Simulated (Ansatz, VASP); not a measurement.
**Two plane-wave programs on HgTe**

```
Hg Te
1.0
     4.06204    0.00000    0.00000
     0.00000    4.06204    0.00000
     0.00000    0.00000    3.32378
Hg Te
1 1
Cartesian
  2.0310 2.0310 0.0000
  0.0000 0.0000 1.6619
```

Alike in both runs: task relaxation of cell and atoms; functional PBE; k mesh 4 × 4 × 6; occupations gaussian, width 0.1 eV; no spin polarisation.

```csv
,VASP,Ansatz
version,VASP 6.6.1,Ansatz 0.2.0
potentials or method,"VASP PAW PBE potentials, release 64 (Hg, Te), cutoff 600 eV","scalar-relativistic, plane waves, PAW"
valence electrons in the cell,18,36
```

|  | VASP | Ansatz | Ansatz less VASP |
| --- | --- | --- | --- |
| gap on the k mesh at the Fermi level, each at its own relaxed structure (eV) | none | none | - |
| relaxed volume (Å³/atom) | 27.68 | 27.54 | -0.138 |
| relaxed length of the cell vector where the two differ most in proportion (Å) | 3.663 | 3.654 | -0.0088 |

A gap of «none» marks a metal or a gap that the smearing closes. VASP's potentials hold 18 valence electrons a cell and Ansatz's 36, so a difference there can come from the potentials and not from the codes.

The k mesh is coarse, so the values compare programs but aren't converged. Spin-orbit coupling is off throughout.
